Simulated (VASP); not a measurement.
**BN: single point with r2SCAN**

The system is BN.

```
CELL_PARAMETERS angstrom
2.75825 0.00000 0.00000
-1.37913 2.38872 0.00000
0.00000 0.00000 4.39593
ATOMIC_POSITIONS crystal
B 0.66667 0.33333 0.99972
B 0.33333 0.66667 0.49972
N 0.66667 0.33333 0.62528
N 0.33333 0.66667 0.12528
```

This cell differs from its parent crystal: strain +0.080 along x and y, +0.040 along z.

| Quantity | Value |
| --- | --- |
| Program | VASP 6.6.1 |
| Task | single point |
| Functional | r2SCAN |
| Potentials or basis | VASP PAW PBE potentials, release 64 (B, N) |
| Cutoff | 520 eV |
| k mesh | 12 × 12 × 6 |
| Occupations | gaussian, width 0.05 eV |
| Spin | no spin polarisation |

```
Pressure               : -54.0 GPa
Largest force          : 0.142 eV/Å
Band gap on the k mesh : 5.97 eV, indirect (least direct gap 7.10 eV)
```

Forces on the atoms (eV/Å):
```
B    0.000  0.000 -0.142
B    0.000  0.000 -0.142
N    0.000  0.000  0.142
N    0.000  0.000  0.142
```

Stress tensor (GPa, compression positive):
```
-61.07   0.00   0.00
  0.00 -61.07   0.00
  0.00   0.00 -39.75
```

Levels at points of the mesh, in eV from the valence-band top:
```csv
k point,band 4,band 5,band 6,band 7,band 8,band 9,band 10,band 11,band 12,band 13
"(0.00, 0.00, 0.00)",-2.04,-2.04,-0.18,0.00,0.00,7.10,7.89,7.89,7.92,9.28
"(0.50, 0.00, 0.00)",-6.78,-6.15,-4.40,-3.70,-1.66,6.12,7.99,9.96,9.99,12.61
"(0.00, 0.00, 0.50)",-4.94,-1.13,-1.13,-1.13,-1.13,7.66,7.66,9.35,9.35,9.35
"(0.50, 0.00, 0.50)",-8.84,-3.24,-3.24,-2.96,-2.96,6.34,6.34,9.51,9.51,13.20
```

Wall time 2.9 min on 1 thread of Intel Xeon 8259CL, with other jobs on the host, peak memory 0.17 GiB.

Caveat: the cell differs from its parent crystal (strain +0.080 along x and y, +0.040 along z); the PAW data sets were made with another functional, which shifts forces and pressure a little. A k mesh can miss the band edges.
